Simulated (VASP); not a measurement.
# H2CO in VASP: notebook

The runs below take H2CO through single point, with r2SCAN+D3(BJ).

All numbers are computed with VASP 6.6.1; they aren't measurements. Logs are shortened: lines on timing, memory, paths and dates and some standing lists are left out, and cuts for length are marked.

**1. The cell of the first run**

The cell holds a disordered packing, 16 atoms: a = 7.706 Å, b = 7.706 Å, c = 7.706 Å, α = 90.00°, β = 90.00°, γ = 90.00°.

**2. Single point, r2SCAN+D3(BJ)**

The input, POSCAR:

```
H2CO
1.0
    7.7059940000      0.0000000000      0.0000000000
    0.0000000000      7.7059940000      0.0000000000
    0.0000000000      0.0000000000      7.7059940000
O C H
4 4 8
Direct
    0.5157932903      0.7163254993      0.3944202396
    0.3061253357      0.3971843217      0.8866993668
    0.2779394845     -0.0028159897      0.7219055712
    0.0499351544      0.6528164958      0.1631976355
    0.6183757735      0.6333770828      0.3227487590
    0.3633535142      0.4977943144      0.7940701745
    0.3619130770      0.0590319691      0.6216070244
    0.1578641250      0.7416694070      0.1219699886
    0.7608882125      0.4071376126      0.9589937392
    0.7537249575      0.3429148790      0.8874130969
    0.7741246619      0.8136782873      0.9209065047
    0.7647164013      0.7194269811      0.9073715863
    0.0499740851      0.1542824975      0.0898910640
    0.1364132907      0.1930185775      0.0713730117
    0.8874650045     -0.0047755033      0.5265381728
    0.8375168732      0.0365819127      0.4524400097
```

The input, INCAR.step1:

```
ALGO = Normal ; EDIFF = 1E-4
ENCUT = 520 ; GGA = PE
ISMEAR = -1 ; LASPH = True
LCHARG = False ; LREAL = Auto
LWAVE = True ; NBANDS = 38
NELM = 100 ; PREC = Accurate
SIGMA = 0.05
```

The input, INCAR.step2:

```
ALGO = Normal ; EDIFF = 1E-6
ENCUT = 520 ; ISIF = 2
ISMEAR = -1 ; ISTART = 1
IVDW = 12 ; LASPH = True
LCHARG = True ; LELF = True
LMIXTAU = True ; LREAL = Auto
LVHAR = True ; LWAVE = False
METAGGA = R2SCAN ; NBANDS = 38
NELM = 100 ; PREC = Accurate
SIGMA = 0.05 ; VDW_A1 = 0.49484001
VDW_A2 = 5.73083694 ; VDW_S6 = 1.0
VDW_S8 = 0.78981345
```

The input, KPOINTS:

```
k-points
0
Gamma
  1 1 1
```

Potentials or basis: VASP PAW PBE potentials, release 64 (O, C, H).

On the command line:

```
$ cat potpaw_PBE.64/O/POTCAR potpaw_PBE.64/C/POTCAR potpaw_PBE.64/H/POTCAR > POTCAR
$ cp INCAR.step1 INCAR
$ mpirun -np 1 vasp_gam > vasp.out
$ cp INCAR.step2 INCAR
$ mpirun -np 1 vasp_gam > vasp.out
```

OUTCAR:

```text
EDIFF = 1E-6
   ENCUT = 520
   ISIF = 2
   ISMEAR = -1
   ISTART = 1
   IVDW = 12
   LASPH = True
   LREAL = Auto
   METAGGA = R2SCAN
   NELM = 100
   PREC = Accurate
 IVDW          = 12

 ion  position               nearest neighbor table
   1  0.516  0.716  0.394-   5 1.16
   2  0.306  0.397  0.887-   6 1.14
   3  0.278  0.997  0.722-   7 1.12
   4  0.050  0.653  0.163-   8 1.12
   5  0.618  0.633  0.323-   1 1.16
   6  0.363  0.498  0.794-   2 1.14
[... 8 lines left out ...]
  15  0.887  0.995  0.527-  16 0.76
  16  0.838  0.037  0.452-  15 0.76

  LATTYP: Found a simple cubic cell.
 ALAT       =     7.7059940000

  Lattice vectors:

 A1 = (   7.7059940000,   0.0000000000,   0.0000000000)
 A2 = (   0.0000000000,   7.7059940000,   0.0000000000)
 A3 = (   0.0000000000,   0.0000000000,   7.7059940000)

Analysis of symmetry for initial positions (statically):
=====================================================================
 Subroutine PRICEL returns:
 Original cell was already a primitive cell.

 Routine SETGRP: Setting up the symmetry group for a
 simple cubic supercell.

 Subroutine GETGRP returns: Found  1 space group operations
 (whereof  1 operations were pure point group operations)
 out of a pool of 48 trial point group operations.

The static configuration has the point symmetry C_1 .

Analysis of symmetry for dynamics (positions and initial velocities):
=====================================================================
 Subroutine PRICEL returns:
 Original cell was already a primitive cell.

 Routine SETGRP: Setting up the symmetry group for a
 simple cubic supercell.

 Subroutine GETGRP returns: Found  1 space group operations
 (whereof  1 operations were pure point group operations)
 out of a pool of 48 trial point group operations.

The dynamic configuration has the point symmetry C_1 .

 Subroutine INISYM returns: Found  1 space group operations
 (whereof  1 operations are pure point group operations),
 and found     1 'primitive' translations

----------------------------------------------------------------------------------------

                                     Primitive cell

  volume of cell :     457.6000

  direct lattice vectors                    reciprocal lattice vectors
     7.705994000  0.000000000  0.000000000     0.129769112  0.000000000  0.000000000
     0.000000000  7.705994000  0.000000000     0.000000000  0.129769112  0.000000000
     0.000000000  0.000000000  7.705994000     0.000000000  0.000000000  0.129769112

  length of vectors
     7.705994000  7.705994000  7.705994000     0.129769112  0.129769112  0.129769112

  position of ions in fractional coordinates (direct lattice)
     0.515793290  0.716325499  0.394420240
     0.306125336  0.397184322  0.886699367
     0.277939485  0.997184010  0.721905571
     0.049935154  0.652816496  0.163197635
     0.618375773  0.633377083  0.322748759
     0.363353514  0.497794314  0.794070174
[... 8 lines left out ...]
     0.887465005  0.995224497  0.526538173
     0.837516873  0.036581913  0.452440010

  ion indices of the primitive-cell ions
   primitive index   ion index
                 1           1
                 2           2
                 3           3
                 4           4
                 5           5
                 6           6
[... 8 lines left out ...]
                15          15
                16          16

----------------------------------------------------------------------------------------

 KPOINTS: k-points

Automatic generation of k-mesh.
 Grid dimensions read from file:
 generate k-points for:    1    1    1

 Generating k-lattice:

  Cartesian coordinates                     Fractional coordinates (reciprocal lattice)
     0.129769112  0.000000000  0.000000000     1.000000000  0.000000000  0.000000000
     0.000000000  0.129769112  0.000000000     0.000000000  1.000000000  0.000000000
     0.000000000  0.000000000  0.129769112     0.000000000  0.000000000  1.000000000

  Length of vectors
     0.129769112  0.129769112  0.129769112

  Shift w.r.t. Gamma in fractional coordinates (k-lattice)
     0.000000000  0.000000000  0.000000000

 Subroutine IBZKPT returns following result:
 ===========================================

 Found      1 irreducible k-points:

 Following reciprocal coordinates:
            Coordinates               Weight
  0.000000  0.000000  0.000000      1.000000
   k-points           NKPTS =      1   k-points in BZ     NKDIM =      1   number of bands    NBANDS=     38
   number of dos      NEDOS =    301   number of ions     NIONS =     16
   total plane-waves  NPLWV = 216000
   dimension x,y,z NGX =    60 NGY =   60 NGZ =   60
   dimension x,y,z NGXF=   120 NGYF=  120 NGZF=  120
   ions per type =               4   4   8
   NGX,Y,Z   is equivalent  to a cutoff of  12.94, 12.94, 12.94 a.u.
   NGXF,Y,Z  is equivalent  to a cutoff of  25.89, 25.89, 25.89 a.u.
 SYSTEM =  unknown system
   PREC   = accura    normal or accurate (medium, high low for compatibility)
   ISTART =      1    job   : 0-new  1-cont  2-samecut
   ICHARG =      0    charge: 1-file 2-atom 10-const
   ISPIN  =      1    spin polarized calculation?
   LNONCOLLINEAR =      F non collinear calculations
   LSORBIT =      F    spin-orbit coupling
   LASPH  =      T    aspherical Exc in radial PAW
   ENCUT  =  520.0 eV  38.22 Ry    6.18 a.u.  14.33 14.33 14.33*2*pi/ulx,y,z
   NELM   =    100;   NELMIN=  2; NELMDL=  0     # of ELM steps
   EDIFF  = 0.1E-05   stopping-criterion for ELM
   LREAL  =      T    real-space projection
   EDIFFG = 0.1E-04   stopping-criterion for IOM
   NSW    =      0    number of steps for IOM
   IBRION =     -1    ionic relax: 0-MD 1-quasi-New 2-CG
   NFREE  =      0    steps in history (QN), initial steepest desc. (CG)
   ISIF   =      2    stress and relaxation
   ISYM   =      2    0-nonsym 1-usesym 2-fastsym
   POTIM  = 0.5000    time-step for ionic-motion
   TEBEG  =    0.0;   TEEND  =   0.0 temperature during run
   PSTRESS=    0.0 pullay stress
   NELECT =      48.0000    total number of electrons
   NUPDOWN=      -1.0000    fix difference up-down
   EMIN   =  10.00;   EMAX   =-10.00  energy-range for DOS
   EFERMI =   0.00;   METHOD = LEGACY
   ISMEAR =    -1;   SIGMA  =   0.05  broadening in eV -4-tet -1-fermi 0-gaus
   EFERMI_NEDOS =   21; number of points for ismear=-14 and -15
   IALGO  =     38    algorithm
   IMIX   =      4    mixing-type and parameters
     AMIX     =   0.40;   BMIX     =  1.00
     AMIX_MAG =   1.60;   BMIX_MAG =  1.00
  volume/ion in A,a.u.               =      28.60       193.00
  Fermi-wavevector in a.u.,A,eV,Ry     =   0.772076  1.459012  8.110446  0.596101
  Thomas-Fermi vector in A             =   1.873630
   LORBIT       =      0    0 simple, 1 ext, 2 COOP (PROOUT), +10 PAW based schemes
   METAGGA = R2SCAN    functional components
   LHFCALC =     F    Hartree Fock is set to
   AEXX    =    0.0000 exact exchange contribution
   IVDW    =    12    specifies the selected vdW correction
   LEPSILON=     F    determine dielectric tensor
   LRPA    =     F    only Hartree local field effects (RPA)
 non-spin polarized calculation
  energy-cutoff  :      520.00
  volume of cell :      457.60
 maximum number of plane-waves:      6147
 NGX is ok and might be reduce to    60
   NGX = 29   NGY = 29   NGZ = 29

 number of electron      47.9999992 magnetization

 Free energy of the ion-electron system (eV)
  ---------------------------------------------------
  ext. energy  EPLUGINS =         0.00000000
  ---------------------------------------------------
  free energy    TOTEN  =       -93.42547654 eV

  energy without entropy =      -93.42547654  energy(sigma->0) =      -93.42547654

 E-fermi :  -6.4016     XC(G=0):  -4.1438

 val. band max:       -7.6763473780   @ k =   0.0000   0.0000   0.0000
 cond. band min:      -0.5385222150   @ k =   0.0000   0.0000   0.0000
 fundamental gap:      7.1378251630
 Fermi energy:        -6.4016113504

 k-point     1 :       0.0000    0.0000    0.0000
  band No.  band energies     occupation
      1     -29.4441      2.00000
      2     -29.3366      2.00000
      3     -29.2233      2.00000
      4     -28.8277      2.00000
      5     -13.2516      2.00000
      6     -13.0863      2.00000
[... 28 lines left out ...]
     35       2.5614      0.00000
     36       2.9794      0.00000
 [bands above 36 left out]

------------------------ aborting loop because EDIFF is reached ----------------------------------------

 Edisp (eV)   -0.18719

 E8    (eV) :    -0.0321

  FORCE on cell =-STRESS in cart. coord.  units (eV):
  Direction    XX          YY          ZZ          XY          YZ          ZX
  --------------------------------------------------------------------------------------
  -------------------------------------------------------------------------------------
  Total       0.00038    -0.25854    -0.05485     2.34938    -1.46718    -0.55330
  in kB       0.00132    -0.90521    -0.19203     8.22578    -5.13699    -1.93725
  external pressure =       -0.37 kB  Pullay stress =        0.00 kB

 VOLUME and BASIS-vectors are now :
 -----------------------------------------------------------------------------
  energy-cutoff  :      520.00
  volume of cell :      457.60
      direct lattice vectors                 reciprocal lattice vectors
     7.705994000  0.000000000  0.000000000     0.129769112  0.000000000  0.000000000
     0.000000000  7.705994000  0.000000000     0.000000000  0.129769112  0.000000000
     0.000000000  0.000000000  7.705994000     0.000000000  0.000000000  0.129769112

 POSITION                                       TOTAL-FORCE (eV/Angst)
 -----------------------------------------------------------------------------------
      3.97470      5.52000      3.03940         1.699373     -1.361658     -1.183846
      2.35900      3.06070      6.83290         0.378673      0.627191     -0.549881
      2.14180      7.68429      5.56300        -1.495805     -1.134948      1.747713
      0.38480      5.03060      1.25760        -1.079951     -0.906251      0.450829
      4.76520      4.88080      2.48710        -1.716745      1.346481      1.176549
      2.80000      3.83600      6.11910        -0.313273     -0.536633      0.503317
[... 8 lines left out ...]
      6.83880      7.66919      4.05750        -0.288965      0.235563     -0.438797
      6.45390      0.28190      3.48650         0.292667     -0.240750      0.439639
 -----------------------------------------------------------------------------------
    total drift:                               -0.003373      0.004472      0.003098

  FREE ENERGIE OF THE ION-ELECTRON SYSTEM (eV)
  ---------------------------------------------------
  free  energy   TOTEN  =       -93.6126655358 eV

  energy  without entropy=      -93.6126655358  energy(sigma->0) =      -93.61266554
```

Wall time 83 s (1 thread of Intel Xeon 6975P-C (Granite Rapids), shared host); peak memory 0.53 GiB.

What came out:

```
Free energy                : -93.6127 eV
Pressure                   : 0.0 GPa
Largest force              : 2.565 eV/Å
Dispersion energy per atom : -0.012 eV
```

Forces on the atoms (eV/Å):
```
O    1.699 -1.362 -1.184
O    0.379  0.627 -0.550
O   -1.496 -1.135  1.748
O   -1.080 -0.906  0.451
C   -1.717  1.346  1.177
C   -0.313 -0.537  0.503
C    1.489  1.106 -1.759
C    1.116  0.888 -0.413
H    0.000 -0.056 -0.016
H    0.005  0.032  0.020
H   -0.002  0.159  0.002
H   -0.027 -0.112 -0.038
H    0.070  0.031  0.010
H   -0.128 -0.077  0.048
H   -0.289  0.236 -0.439
H    0.293 -0.241  0.440
```

Caveat: the k points lie up to 0.82 Å⁻¹ apart, too coarse for converged energies, forces and pressures; the PAW data sets were made with another functional, which shifts forces and pressure a little.

(Continued in part 2 of 3.)
